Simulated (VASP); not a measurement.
# Ge (Cmcm) in VASP: single point with PBEsol

Aim: the single point of Ge with PBEsol.

All numbers are computed with VASP 6.6.1; they aren't measurements. Logs are shortened: lines on timing, memory, paths and dates and some standing lists are left out, and cuts for length are marked.

## 1. The cell of the first run

The structure is orthorhombic, space group Cmcm (No. 63). The conventional cell has a = 4.184 Å, b = 6.623 Å, c = 13.145 Å, α = 90.00°, β = 90.00°, γ = 90.00°. Within 3.1 Å of Ge (site symmetry m) lie 4 Ge at 2.36 to 2.50 Å. Within 3.1 Å of Ge (site symmetry m) lie 4 Ge at 2.36 to 2.50 Å.

## 2. Single point, PBEsol (strain +0.0450 x Voigt [1, -1, 0, 0, 0, 0])

Contents of INCAR:

```
SYSTEM = Ge
  PREC = Accurate
  ENCUT = 520
  EDIFF = 1E-6
  ISMEAR = 0
  SIGMA = 0.15
  LREAL = .False.
  LASPH = .True.
  NELM = 80
  ALGO = Normal
  ISIF = 2
  LWAVE = .False.
  LCHARG = .True.
  GGA = PS
  LVHAR = .True.
  NBANDS = 66
  KPAR = 4
```

Contents of KPOINTS:

```
Automatic mesh
0
Gamma
  12 12 4
  0 0 0
```

Contents of POSCAR:

```
Ge
1.0
    4.1843518988      0.0000000000      0.0000000000
   -2.0921759494      3.3116613070      0.0000000000
    0.0000000000      0.0000000000     13.1450496090
Ge
8
Direct
    0.0000000000      0.0000000000      0.4068073295
    0.0000000000      0.0000000000      0.5931926705
    0.0000000000      0.0000000000      0.9068073295
    0.0000000000      0.0000000000      0.0931926705
    0.3333333333      0.6666666667      0.3441392333
    0.6666666667      0.3333333333      0.6558607667
    0.6666666667      0.3333333333      0.8441392333
    0.3333333333      0.6666666667      0.1558607667
```

Potentials or basis: VASP PAW PBE potentials, release 64 (Ge_d).

Started as:

```sh
$ cat potpaw_PBE.64/Ge_d/POTCAR > POTCAR
$ mpirun -np 4 vasp_std > vasp.out
```

OUTCAR:

```text
SYSTEM = Ge
   PREC = Accurate
   ENCUT = 520
   EDIFF = 1E-6
   ISMEAR = 0
   LREAL = .False.
   LASPH = .True.
   NELM = 80
   ISIF = 2
   GGA = PS

 ion  position               nearest neighbor table
   1  0.000  0.000  0.407-   5 2.36   2 2.45   5 2.50   5 2.50
   2  0.000  0.000  0.593-   6 2.36   1 2.45   6 2.50   6 2.50
   3  0.000  0.000  0.907-   7 2.36   4 2.45   7 2.50   7 2.50
   4  0.000  0.000  0.093-   8 2.36   3 2.45   8 2.50   8 2.50
   5  0.333  0.667  0.344-   1 2.36   8 2.47   1 2.50   1 2.50
   6  0.667  0.333  0.656-   2 2.36   7 2.47   2 2.50   2 2.50
   7  0.667  0.333  0.844-   3 2.36   6 2.47   3 2.50   3 2.50
   8  0.333  0.667  0.156-   4 2.36   5 2.47   4 2.50   4 2.50

  Warning from LATTYP: Monoclinic adjustment (A1->A3, A2->A1, A3->A2)!
  LATTYP: Found a base centered orthorhombic cell.
 ALAT       =     4.1843518988
 B/A-ratio  =     1.5828789677
 C/A-ratio  =     3.1414780417

  Lattice vectors:

 A1 = (   2.0921759494,  -3.3116613070,   0.0000000000)
 A2 = (   2.0921759494,   3.3116613070,   0.0000000000)
 A3 = (   0.0000000000,   0.0000000000,  13.1450496090)

Analysis of symmetry for initial positions (statically):
=====================================================================
 Subroutine PRICEL returns:
 Original cell was already a primitive cell.

 Routine SETGRP: Setting up the symmetry group for a
 base centered orthorhombic supercell.

 Subroutine GETGRP returns: Found  8 space group operations
 (whereof  4 operations were pure point group operations)
 out of a pool of  8 trial point group operations.

The static configuration has the point symmetry C_2h.
 The point group associated with its full space group is D_2h.

Analysis of symmetry for dynamics (positions and initial velocities):
=====================================================================
 Subroutine PRICEL returns:
 Original cell was already a primitive cell.

 Routine SETGRP: Setting up the symmetry group for a
 base centered orthorhombic supercell.

 Subroutine GETGRP returns: Found  8 space group operations
 (whereof  4 operations were pure point group operations)
 out of a pool of  8 trial point group operations.

The dynamic configuration has the point symmetry C_2h.
 The point group associated with its full space group is D_2h.

 Subroutine INISYM returns: Found  8 space group operations
 (whereof  4 operations are pure point group operations),
 and found     1 'primitive' translations

----------------------------------------------------------------------------------------

                                     Primitive cell

  volume of cell :     182.1530

  direct lattice vectors                    reciprocal lattice vectors
     4.184351899  0.000000000  0.000000000     0.238985636  0.150981623  0.000000000
    -2.092175949  3.311661307  0.000000000     0.000000000  0.301963247  0.000000000
     0.000000000  0.000000000 13.145049609     0.000000000  0.000000000  0.076074266

  length of vectors
     4.184351899  3.917180212 13.145049609     0.282682834  0.301963247  0.076074266

  position of ions in fractional coordinates (direct lattice)
     0.000000000  0.000000000  0.406807329
     0.000000000  0.000000000  0.593192671
     0.000000000  0.000000000  0.906807329
     0.000000000  0.000000000  0.093192671
     0.333333333  0.666666667  0.344139233
     0.666666667  0.333333333  0.655860767
     0.666666667  0.333333333  0.844139233
     0.333333333  0.666666667  0.155860767

  ion indices of the primitive-cell ions
   primitive index   ion index
                 1           1
                 2           2
                 3           3
                 4           4
                 5           5
                 6           6
                 7           7
                 8           8

----------------------------------------------------------------------------------------

 KPOINTS: Automatic mesh

Automatic generation of k-mesh.
 Grid dimensions read from file:
 generate k-points for:   12   12    4

 Generating k-lattice:

  Cartesian coordinates                     Fractional coordinates (reciprocal lattice)
     0.019915470  0.012581802  0.000000000     0.083333333 -0.000000000  0.000000000
     0.000000000  0.025163604  0.000000000     0.000000000  0.083333333  0.000000000
     0.000000000  0.000000000  0.019018566     0.000000000  0.000000000  0.250000000

  Length of vectors
     0.023556903  0.025163604  0.019018566

  Shift w.r.t. Gamma in fractional coordinates (k-lattice)
     0.000000000  0.000000000  0.000000000

 Subroutine IBZKPT returns following result:
 ===========================================

 Found    129 irreducible k-points:

 Following reciprocal coordinates:
            Coordinates               Weight
  0.000000  0.000000  0.000000      1.000000
  0.083333  0.000000  0.000000      4.000000
  0.166667  0.000000  0.000000      4.000000
  0.250000  0.000000  0.000000      4.000000
  0.333333  0.000000  0.000000      4.000000
  0.416667  0.000000  0.000000      4.000000
[... 16 lines left out ...]
  0.333333  0.166667  0.000000      4.000000
  0.416667  0.166667  0.000000      4.000000
 [... further k-points ...]
   k-points           NKPTS =    129   k-points in BZ     NKDIM =    129   number of bands    NBANDS=     66
   number of dos      NEDOS =    301   number of ions     NIONS =      8
   total plane-waves  NPLWV =  94080
   dimension x,y,z NGX =    32 NGY =   30 NGZ =   98
   dimension x,y,z NGXF=    64 NGYF=   60 NGZF=  196
   ions per type =               8
   NGX,Y,Z   is equivalent  to a cutoff of  12.71, 12.73, 12.39 a.u.
   NGXF,Y,Z  is equivalent  to a cutoff of  25.43, 25.46, 24.79 a.u.
 SYSTEM =  Ge
   PREC   = accura    normal or accurate (medium, high low for compatibility)
   ISTART =      0    job   : 0-new  1-cont  2-samecut
   ICHARG =      2    charge: 1-file 2-atom 10-const
   ISPIN  =      1    spin polarized calculation?
   LNONCOLLINEAR =      F non collinear calculations
   LSORBIT =      F    spin-orbit coupling
   LASPH  =      T    aspherical Exc in radial PAW
   ENCUT  =  520.0 eV  38.22 Ry    6.18 a.u.   7.78  7.28 24.44*2*pi/ulx,y,z
   NELM   =     80;   NELMIN=  2; NELMDL= -5     # of ELM steps
   EDIFF  = 0.1E-05   stopping-criterion for ELM
   LREAL  =      F    real-space projection
   EDIFFG = 0.1E-04   stopping-criterion for IOM
   NSW    =      0    number of steps for IOM
   IBRION =     -1    ionic relax: 0-MD 1-quasi-New 2-CG
   NFREE  =      0    steps in history (QN), initial steepest desc. (CG)
   ISIF   =      2    stress and relaxation
   ISYM   =      2    0-nonsym 1-usesym 2-fastsym
   POTIM  = 0.5000    time-step for ionic-motion
   TEBEG  =    0.0;   TEEND  =   0.0 temperature during run
   PSTRESS=    0.0 pullay stress
   NELECT =     112.0000    total number of electrons
   NUPDOWN=      -1.0000    fix difference up-down
   EMIN   =  10.00;   EMAX   =-10.00  energy-range for DOS
   EFERMI =   0.00;   METHOD = LEGACY
   ISMEAR =     0;   SIGMA  =   0.15  broadening in eV -4-tet -1-fermi 0-gaus
   EFERMI_NEDOS =   21; number of points for ismear=-14 and -15
   IALGO  =     38    algorithm
   IMIX   =      4    mixing-type and parameters
     AMIX     =   0.40;   BMIX     =  1.00
     AMIX_MAG =   1.60;   BMIX_MAG =  1.00
  volume/ion in A,a.u.               =      22.77       153.65
  Fermi-wavevector in a.u.,A,eV,Ry     =   1.392095  2.630677 26.367100  1.937927
  Thomas-Fermi vector in A             =   2.515870
   LORBIT       =      0    0 simple, 1 ext, 2 COOP (PROOUT), +10 PAW based schemes
   GGA     = PS    functional components
   LHFCALC =     F    Hartree Fock is set to
   AEXX    =    0.0000 exact exchange contribution
   IVDW    =     0    specifies the selected vdW correction
   LEPSILON=     F    determine dielectric tensor
   LRPA    =     F    only Hartree local field effects (RPA)
 non-spin polarized calculation
 Gauss-broadening in eV      SIGMA  =   0.15
  energy-cutoff  :      520.00
  volume of cell :      182.15
 maximum number of plane-waves:      4929
   NGX = 15   NGY = 15   NGZ = 49

 number of electron     112.0000028 magnetization

 Free energy of the ion-electron system (eV)
  ---------------------------------------------------
  ext. energy  EPLUGINS =         0.00000000
  ---------------------------------------------------
  free energy    TOTEN  =       -39.12732578 eV

  energy without entropy =      -39.12121585  energy(sigma->0) =      -39.12427081

 E-fermi :   4.7606     XC(G=0): -10.1032

 val. band max:        4.7274338204   @ k =   0.0000   0.0000   0.0000
 cond. band min:       4.7718093017   @ k =   0.0000   0.4167   0.0000
 fundamental gap:      0.0443754814
 Fermi energy:         4.7606396718

 k-point     1 :       0.0000    0.0000    0.0000
  band No.  band energies     occupation
      1     -20.0364      2.00000
      2     -20.0308      2.00000
      3     -20.0207      2.00000
      4     -20.0110      2.00000
      5     -19.9667      2.00000
      6     -19.9632      2.00000
[... 58 lines left out ...]
     65       8.1948      0.00000
     66       8.4760      0.00000

 k-point     2 :       0.0833    0.0000    0.0000
  band No.  band energies     occupation
      1     -20.0377      2.00000
      2     -20.0311      2.00000
      3     -20.0217      2.00000
      4     -20.0115      2.00000
      5     -19.9761      2.00000
      6     -19.9663      2.00000
[... 58 lines left out ...]
     65       8.1276      0.00000
     66       8.6584      0.00000

 k-point     3 :       0.1667    0.0000    0.0000
  band No.  band energies     occupation
      1     -20.0402      2.00000
      2     -20.0319      2.00000
      3     -20.0235      2.00000
      4     -20.0124      2.00000
      5     -19.9868      2.00000
      6     -19.9737      2.00000
[... 1438 lines left out ...]
     65       9.2719      0.00000
     66       9.6063      0.00000

 k-point    24 :       0.4167    0.1667    0.0000
  band No.  band energies     occupation
      1     -20.0400      2.00000
      2     -20.0375      2.00000
      3     -20.0241      2.00000
      4     -20.0214      2.00000
      5     -20.0059      2.00000
      6     -19.9955      2.00000
[... 58 lines left out ...]
     65       9.0661      0.00000
     66       9.8827      0.00000

 [... further k-points ...]

------------------------ aborting loop because EDIFF is reached ----------------------------------------

  FORCE on cell =-STRESS in cart. coord.  units (eV):
  Direction    XX          YY          ZZ          XY          YZ          ZX
  --------------------------------------------------------------------------------------
  -------------------------------------------------------------------------------------
  Total       -6.0956758      7.8573394      0.0085261      0.0000000     -0.0000000      0.0000000
  in kB      -53.6162081     69.1114098      0.0749940      0.0000000     -0.0000000      0.0000000
  external PRESSURE =       5.1900652 kB  Pullay stress =       0.0000000 kB

 VOLUME and BASIS-vectors are now :
 -----------------------------------------------------------------------------
  energy-cutoff  :      520.00
  volume of cell :      182.15
      direct lattice vectors                 reciprocal lattice vectors
     4.184351899  0.000000000  0.000000000     0.238985636  0.150981623  0.000000000
    -2.092175949  3.311661307  0.000000000     0.000000000  0.301963247  0.000000000
     0.000000000  0.000000000 13.145049609     0.000000000  0.000000000  0.076074266

 POSITION                                       TOTAL-FORCE (eV/Angst)
 -----------------------------------------------------------------------------------
      0.00000      0.00000      5.34750         0.000000     -0.768550      0.084600
      0.00000      0.00000      7.79755         0.000000      0.768550     -0.084600
      0.00000      0.00000     11.92003         0.000000      0.768550      0.084600
      0.00000      0.00000      1.22502         0.000000     -0.768550     -0.084600
     -0.00000      2.20777      4.52373         0.000000      0.781887     -0.078826
      2.09218      1.10389      8.62132        -0.000000     -0.781887      0.078826
      2.09218      1.10389     11.09625        -0.000000     -0.781887     -0.078826
     -0.00000      2.20777      2.04880         0.000000      0.781887      0.078826
 -----------------------------------------------------------------------------------
    total drift:                               -0.000000      0.000000      0.000000

  FREE ENERGIE OF THE ION-ELECTRON SYSTEM (eV)
  ---------------------------------------------------
  free  energy   TOTEN  =       -39.1273257829 eV

  energy  without entropy=      -39.1212158462  energy(sigma->0) =      -39.12427081
```

Wall time 8.5 min (4 MPI ranks of Intel Xeon Platinum 8488C (Sapphire Rapids), shared host); peak memory 0.99 GiB.

What came out:

```
Free energy            : -39.1273 eV
Pressure               : 0.5 GPa
Largest force          : 0.786 eV/Å
Band gap on the k mesh : zero (bands 56 and 57 overlap by 0.19 eV)
```

Forces in eV/Å, atoms in the order of the input:
```
Ge   0.000 -0.769  0.085
Ge   0.000  0.769 -0.085
Ge   0.000  0.769  0.085
Ge   0.000 -0.769 -0.085
Ge   0.000  0.782 -0.079
Ge   0.000 -0.782  0.079
Ge   0.000 -0.782 -0.079
Ge   0.000  0.782  0.079
```

Stress tensor (GPa, compression positive):
```
-5.36  0.00  0.00
 0.00  6.91  0.00
 0.00  0.00  0.01
```

Caveat: the cell differs from its parent crystal (strain +0.0450 x Voigt [1, -1, 0, 0, 0, 0]); the stress differs along the axes, from -5 to 7 GPa; semilocal functionals underestimate gaps, and a narrow one can read as zero; the PAW data sets were made with another functional, which shifts forces and pressure a little.

The gap in the log of VASP goes by the Fermi energy; the results here count the filled bands.